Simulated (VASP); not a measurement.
# HgTe (Cmcm) in VASP: further runs

Runs on HgTe. Level: PBE. Tasks: single point.

All numbers are computed with VASP 6.6.1; they aren't measurements. Logs are shortened: lines on timing, memory, paths and dates and some standing lists are left out, and cuts for length are marked.

### Step 1. The cell of the first run

It takes space group Cmcm (No. 63, orthorhombic). The conventional cell has a = 5.904 Å, b = 6.840 Å, c = 5.720 Å, α = 90.00°, β = 90.00°, γ = 90.00°. Within 3.9 Å of Hg (site symmetry m2m) lie 6 Te at 2.98 to 3.82 Å and 2 Hg at 3.58 Å. Within 3.9 Å of Te (site symmetry m2m) lie 6 Hg at 2.98 to 3.82 Å.

### Step 2. Single point, PBE

Input file INCAR:

```
PREC = Accurate
ENCUT = 520
EDIFF = 1E-6
ISMEAR = -1
SIGMA = 0.05
LREAL = False
LASPH = True
NELM = 100
ALGO = Normal
ISIF = 2
LWAVE = False
LCHARG = False
GGA = PE
NBANDS = 26
```

Input file KPOINTS:

```
regular mesh
0
Gamma
  6 6 5
```

Input file POSCAR:

```
HgTe
1.0
    2.9520736097     -3.4200728643      0.0000000000
    2.9520736097      3.4200728643      0.0000000000
    0.0000000000      0.0000000000      5.7197939209
Hg Te
2 2
Direct
    0.6569500000      0.3430500000      0.2500000000
    0.3430500000      0.6569500000      0.7500000000
    0.2151910000      0.7848090000      0.2500000000
    0.7848090000      0.2151910000      0.7500000000
```

Potentials or basis: VASP PAW PBE potentials, release 64 (Hg, Te).

Launch:

```sh
cat potpaw_PBE.64/Hg/POTCAR potpaw_PBE.64/Te/POTCAR > POTCAR
mpirun -np 1 vasp_std > vasp.out
```

OUTCAR:

```text
PREC = Accurate
   ENCUT = 520
   EDIFF = 1E-6
   ISMEAR = -1
   LREAL = False
   LASPH = True
   NELM = 100
   ISIF = 2
   GGA = PE

 ion  position               nearest neighbor table
   1  0.657  0.343  0.250-   3 2.98   3 2.98   4 2.99   4 2.99   3 3.02   2 3.58   2 3.58
   2  0.343  0.657  0.750-   4 2.98   4 2.98   3 2.99   3 2.99   4 3.02   1 3.58   1 3.58
   3  0.215  0.785  0.250-   1 2.98   1 2.98   2 2.99   2 2.99   1 3.02
   4  0.785  0.215  0.750-   2 2.98   2 2.98   1 2.99   1 2.99   2 3.02

  LATTYP: Found a base centered orthorhombic cell.
 ALAT       =     5.9041472194
 B/A-ratio  =     1.1585323798
 C/A-ratio  =     0.9687756264

  Lattice vectors:

 A1 = (   2.9520736097,  -3.4200728643,   0.0000000000)
 A2 = (   2.9520736097,   3.4200728643,   0.0000000000)
 A3 = (   0.0000000000,   0.0000000000,   5.7197939209)

Analysis of symmetry for initial positions (statically):
=====================================================================
 Subroutine PRICEL returns:
 Original cell was already a primitive cell.

 Routine SETGRP: Setting up the symmetry group for a
 base centered orthorhombic supercell.

 Subroutine GETGRP returns: Found  8 space group operations
 (whereof  4 operations were pure point group operations)
 out of a pool of  8 trial point group operations.

The static configuration has the point symmetry C_2h.
 The point group associated with its full space group is D_2h.

Analysis of symmetry for dynamics (positions and initial velocities):
=====================================================================
 Subroutine PRICEL returns:
 Original cell was already a primitive cell.

 Routine SETGRP: Setting up the symmetry group for a
 base centered orthorhombic supercell.

 Subroutine GETGRP returns: Found  8 space group operations
 (whereof  4 operations were pure point group operations)
 out of a pool of  8 trial point group operations.

The dynamic configuration has the point symmetry C_2h.
 The point group associated with its full space group is D_2h.

 Subroutine INISYM returns: Found  8 space group operations
 (whereof  4 operations are pure point group operations),
 and found     1 'primitive' translations

----------------------------------------------------------------------------------------

                                     Primitive cell

  volume of cell :     115.4976

  direct lattice vectors                    reciprocal lattice vectors
     2.952073610 -3.420072864  0.000000000     0.169372470 -0.146195716  0.000000000
     2.952073610  3.420072864  0.000000000     0.169372470  0.146195716  0.000000000
     0.000000000  0.000000000  5.719793921     0.000000000  0.000000000  0.174831474

  length of vectors
     4.517923970  4.517923970  5.719793921     0.223741415  0.223741415  0.174831474

  position of ions in fractional coordinates (direct lattice)
     0.656950000  0.343050000  0.250000000
     0.343050000  0.656950000  0.750000000
     0.215191000  0.784809000  0.250000000
     0.784809000  0.215191000  0.750000000

  ion indices of the primitive-cell ions
   primitive index   ion index
                 1           1
                 2           2
                 3           3
                 4           4

----------------------------------------------------------------------------------------

 KPOINTS: regular mesh

Automatic generation of k-mesh.
 Grid dimensions read from file:
 generate k-points for:    6    6    5

 Generating k-lattice:

  Cartesian coordinates                     Fractional coordinates (reciprocal lattice)
     0.028228745 -0.024365953  0.000000000     0.166666667  0.000000000  0.000000000
     0.028228745  0.024365953  0.000000000     0.000000000  0.166666667  0.000000000
     0.000000000  0.000000000  0.034966295     0.000000000  0.000000000  0.200000000

  Length of vectors
     0.037290236  0.037290236  0.034966295

  Shift w.r.t. Gamma in fractional coordinates (k-lattice)
     0.000000000  0.000000000  0.000000000

 Subroutine IBZKPT returns following result:
 ===========================================

 Found     39 irreducible k-points:

 Following reciprocal coordinates:
            Coordinates               Weight
  0.000000  0.000000  0.000000      1.000000
  0.166667 -0.000000  0.000000      4.000000
  0.333333  0.000000  0.000000      4.000000
  0.500000  0.000000  0.000000      2.000000
  0.166667  0.166667  0.000000      2.000000
  0.333333  0.166667  0.000000      4.000000
[... 16 lines left out ...]
  0.333333  0.333333  0.200000      4.000000
  0.500000  0.333333  0.200000      8.000000
 [... further k-points ...]
   k-points           NKPTS =     39   k-points in BZ     NKDIM =     39   number of bands    NBANDS=     26
   number of dos      NEDOS =    301   number of ions     NIONS =      4
   total plane-waves  NPLWV =  62208
   dimension x,y,z NGX =    36 NGY =   36 NGZ =   48
   dimension x,y,z NGXF=    72 NGYF=   72 NGZF=   96
   ions per type =               2   2
   NGX,Y,Z   is equivalent  to a cutoff of  13.25, 13.25, 13.95 a.u.
   NGXF,Y,Z  is equivalent  to a cutoff of  26.49, 26.49, 27.90 a.u.
 SYSTEM =  unknown system
   PREC   = accura    normal or accurate (medium, high low for compatibility)
   ISTART =      0    job   : 0-new  1-cont  2-samecut
   ICHARG =      2    charge: 1-file 2-atom 10-const
   ISPIN  =      1    spin polarized calculation?
   LNONCOLLINEAR =      F non collinear calculations
   LSORBIT =      F    spin-orbit coupling
   LASPH  =      T    aspherical Exc in radial PAW
   ENCUT  =  520.0 eV  38.22 Ry    6.18 a.u.   8.40  8.40 10.64*2*pi/ulx,y,z
   NELM   =    100;   NELMIN=  2; NELMDL= -5     # of ELM steps
   EDIFF  = 0.1E-05   stopping-criterion for ELM
   LREAL  =      F    real-space projection
   EDIFFG = 0.1E-04   stopping-criterion for IOM
   NSW    =      0    number of steps for IOM
   IBRION =     -1    ionic relax: 0-MD 1-quasi-New 2-CG
   NFREE  =      0    steps in history (QN), initial steepest desc. (CG)
   ISIF   =      2    stress and relaxation
   ISYM   =      2    0-nonsym 1-usesym 2-fastsym
   POTIM  = 0.5000    time-step for ionic-motion
   TEBEG  =    0.0;   TEEND  =   0.0 temperature during run
   PSTRESS=    0.0 pullay stress
   NELECT =      36.0000    total number of electrons
   NUPDOWN=      -1.0000    fix difference up-down
   EMIN   =  10.00;   EMAX   =-10.00  energy-range for DOS
   EFERMI =   0.00;   METHOD = LEGACY
   ISMEAR =    -1;   SIGMA  =   0.05  broadening in eV -4-tet -1-fermi 0-gaus
   EFERMI_NEDOS =   21; number of points for ismear=-14 and -15
   IALGO  =     38    algorithm
   IMIX   =      4    mixing-type and parameters
     AMIX     =   0.40;   BMIX     =  1.00
     AMIX_MAG =   1.60;   BMIX_MAG =  1.00
  volume/ion in A,a.u.               =      28.87       194.85
  Fermi-wavevector in a.u.,A,eV,Ry     =   1.109987  2.097572 16.763356  1.232072
  Thomas-Fermi vector in A             =   2.246534
   LORBIT       =      0    0 simple, 1 ext, 2 COOP (PROOUT), +10 PAW based schemes
   GGA     = PE    functional components
   LHFCALC =     F    Hartree Fock is set to
   AEXX    =    0.0000 exact exchange contribution
   IVDW    =     0    specifies the selected vdW correction
   LEPSILON=     F    determine dielectric tensor
   LRPA    =     F    only Hartree local field effects (RPA)
 non-spin polarized calculation
  energy-cutoff  :      520.00
  volume of cell :      115.50
 maximum number of plane-waves:      3137
 NGX is ok and might be reduce to    36
   NGX = 17   NGY = 17   NGZ = 21

 number of electron      36.0000003 magnetization

 Free energy of the ion-electron system (eV)
  ---------------------------------------------------
  ext. energy  EPLUGINS =         0.00000000
  ---------------------------------------------------
  free energy    TOTEN  =        -6.60992620 eV

  energy without entropy =       -6.59750826  energy(sigma->0) =       -6.60371723

 E-fermi :   4.2480     XC(G=0):  -9.7730

 val. band max:        4.2442802754   @ k =   0.5000   0.3333   0.0000
 cond. band min:       4.2630690153   @ k =   0.5000   0.3333   0.2000
 fundamental gap:      0.0187887398
 Fermi energy:         4.2479835924

 k-point     1 :       0.0000    0.0000    0.0000
  band No.  band energies     occupation
      1      -7.7834      2.00000
      2      -6.5885      2.00000
      3      -2.6818      2.00000
      4      -2.5818      2.00000
      5      -2.5463      2.00000
      6      -2.4971      2.00000
[... 18 lines left out ...]
     25      11.2563      0.00000
     26      11.6160      0.00000

 k-point     2 :       0.1667   -0.0000    0.0000
  band No.  band energies     occupation
      1      -7.6456      2.00000
      2      -6.5673      2.00000
      3      -2.7431      2.00000
      4      -2.6296      2.00000
      5      -2.5936      2.00000
      6      -2.4640      2.00000
[... 18 lines left out ...]
     25      11.2471      0.00000
     26      11.7393      0.00000

 k-point     3 :       0.3333    0.0000    0.0000
  band No.  band energies     occupation
      1      -7.2807      2.00000
      2      -6.5953      2.00000
      3      -2.8483      2.00000
      4      -2.7178      2.00000
      5      -2.6212      2.00000
      6      -2.5454      2.00000
[... 18 lines left out ...]
     25      11.0920      0.00000
     26      11.2004      0.00000

 k-point     4 :       0.5000    0.0000    0.0000
  band No.  band energies     occupation
      1      -6.8880      2.00000
      2      -6.8112      2.00000
      3      -2.8891      2.00000
      4      -2.7644      2.00000
      5      -2.6588      2.00000
      6      -2.6425      2.00000
[... 18 lines left out ...]
     25       9.9315      0.00000
     26      10.8527      0.00000

 k-point     5 :       0.1667    0.1667    0.0000
  band No.  band energies     occupation
      1      -7.4534      2.00000
      2      -6.5433      2.00000
      3      -2.8245      2.00000
      4      -2.7391      2.00000
      5      -2.6371      2.00000
      6      -2.4493      2.00000
[... 18 lines left out ...]
     25      11.6289      0.00000
     26      11.6634      0.00000

 k-point     6 :       0.3333    0.1667    0.0000
  band No.  band energies     occupation
      1      -7.0985      2.00000
      2      -6.6313      2.00000
      3      -2.8700      2.00000
      4      -2.7681      2.00000
      5      -2.6680      2.00000
      6      -2.5065      2.00000
[... 427 lines left out ...]
 k-point    21 :      -0.3333    0.1667    0.2000
  band No.  band energies     occupation
      1      -7.2099      2.00000
      2      -6.6138      2.00000
      3      -2.7912      2.00000
      4      -2.7306      2.00000
      5      -2.5704      2.00000
      6      -2.4997      2.00000
[... 18 lines left out ...]
     25      10.9169      0.00000
     26      12.0062      0.00000

 k-point    22 :      -0.1667    0.1667    0.2000
  band No.  band energies     occupation
      1      -7.4714      2.00000
      2      -6.6308      2.00000
      3      -2.7778      2.00000
      4      -2.6618      2.00000
      5      -2.5484      2.00000
      6      -2.4972      2.00000
[... 18 lines left out ...]
     25      11.2406      0.00000
     26      11.8715      0.00000

 k-point    23 :       0.3333    0.3333    0.2000
  band No.  band energies     occupation
      1      -6.7982      2.00000
      2      -6.7086      2.00000
      3      -2.7203      2.00000
      4      -2.6948      2.00000
      5      -2.6582      2.00000
      6      -2.6367      2.00000
[... 18 lines left out ...]
     25      11.3301      0.00000
     26      11.7209      0.00000

 k-point    24 :       0.5000    0.3333    0.2000
  band No.  band energies     occupation
      1      -6.8969      2.00000
      2      -6.6725      2.00000
      3      -2.6971      2.00000
      4      -2.6340      2.00000
      5      -2.5969      2.00000
      6      -2.5352      2.00000
[... 18 lines left out ...]
     25      12.3754      0.00000
     26      12.5881      0.00000

 [... further k-points ...]

------------------------ aborting loop because EDIFF is reached ----------------------------------------

  FORCE on cell =-STRESS in cart. coord.  units (eV):
  Direction    XX          YY          ZZ          XY          YZ          ZX
  --------------------------------------------------------------------------------------
  -------------------------------------------------------------------------------------
  Total        1.4065841      1.0611509      1.3541655      0.0000000      0.0000000      0.0000000
  in kB       19.5120716     14.7202377     18.7849226      0.0000000      0.0000000      0.0000000
  external PRESSURE =      17.6724106 kB  Pullay stress =       0.0000000 kB

 VOLUME and BASIS-vectors are now :
 -----------------------------------------------------------------------------
  energy-cutoff  :      520.00
  volume of cell :      115.50
      direct lattice vectors                 reciprocal lattice vectors
     2.952073610 -3.420072864  0.000000000     0.169372470 -0.146195716  0.000000000
     2.952073610  3.420072864  0.000000000     0.169372470  0.146195716  0.000000000
     0.000000000  0.000000000  5.719793921     0.000000000  0.000000000  0.174831474

 POSITION                                       TOTAL-FORCE (eV/Angst)
 -----------------------------------------------------------------------------------
      2.95207     -1.07356      1.42995         0.000000     -0.056949     -0.000000
      2.95207      1.07356      4.28985         0.000000      0.056949     -0.000000
      2.95207      1.94814      1.42995         0.000000      0.030698     -0.000000
      2.95207     -1.94814      4.28985         0.000000     -0.030698      0.000000
 -----------------------------------------------------------------------------------
    total drift:                                0.000000     -0.000000     -0.000000

  FREE ENERGIE OF THE ION-ELECTRON SYSTEM (eV)
  ---------------------------------------------------
  free  energy   TOTEN  =        -6.6099261964 eV

  energy  without entropy=       -6.5975082608  energy(sigma->0) =       -6.60371723
```

Run time: 76 s. Hardware: 1 thread of Intel Xeon Platinum 8259CL at 2.50GHz (Skylake/Cascade Lake), shared host; peak memory 0.3 GiB.

Results:

- Free energy: -6.6099 eV
- Pressure: 1.8 GPa
- Largest force: 0.057 eV/Å
- Band gap on the k mesh: zero (band 18 reaches 4.69 eV, above the bottom of band 19 at 2.48 eV)

Forces in eV/Å, atoms in the order of the input:
```
Hg   0.000 -0.057  0.000
Hg   0.000  0.057  0.000
Te   0.000  0.031  0.000
Te   0.000 -0.031  0.000
```

Stress tensor (GPa, compression positive):
```
1.95 0.00 0.00
0.00 1.47 0.00
0.00 0.00 1.88
```

Caveat: spin-orbit coupling is left out, which moves the levels of the heavy elements.

(Continued in part 2 of 2.)
